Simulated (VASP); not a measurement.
Runs of VASP 6.6.1 on Ge. The structure is that of space group I4_1/amd (No. 141), or close to it. The cells are those of the table. 

| cell | further INCAR settings | gap on the mesh (eV) | pressure (GPa) |
| --- | --- | --- | --- |
| a = 4.253, b = 4.253, c = 5.471 Å, 4 atoms | ALGO = Fast; EDIFF = 1e-07; NBANDS = 36 | none | -4.5 |
| a = 4.091, b = 4.091, c = 5.334 Å, 4 atoms | ALGO = Fast; EDIFF = 1e-06; NBANDS = 36 | none | 1.4 |
| a = 4.073, b = 4.073, c = 5.334 Å, 4 atoms | ALGO = Fast; EDIFF = 1e-07; NBANDS = 36 | none | (a) |
| a = 4.253, b = 4.253, c = 5.399 Å, 4 atoms | ALGO = Fast; EDIFF = 1e-06; NBANDS = 36 | none | -3.9 |

Alike in all rows: task single point; level PBEsol; potentials or basis VASP PAW PBE potentials, release 64 (Ge_d); no spin polarisation; k mesh 14 × 14 × 10; cutoff (eV) 520; smearing gaussian 0.1 eV.

Question: Fill in the values left out.

Answer: (a) 2.2.

Caveats: semilocal functionals underestimate gaps, and a narrow one can read as zero; the PAW data sets were made with another functional, which shifts forces and pressure a little; the stress differs along the axes, from -6 to -1 GPa (at least some runs); the stress differs along the axes, from -6 to -0 GPa (at least some runs).

A k mesh can miss the band edges, and the runs leave out spin-orbit coupling on Ge.

A gap of «none» marks levels without a gap at the run's occupations.
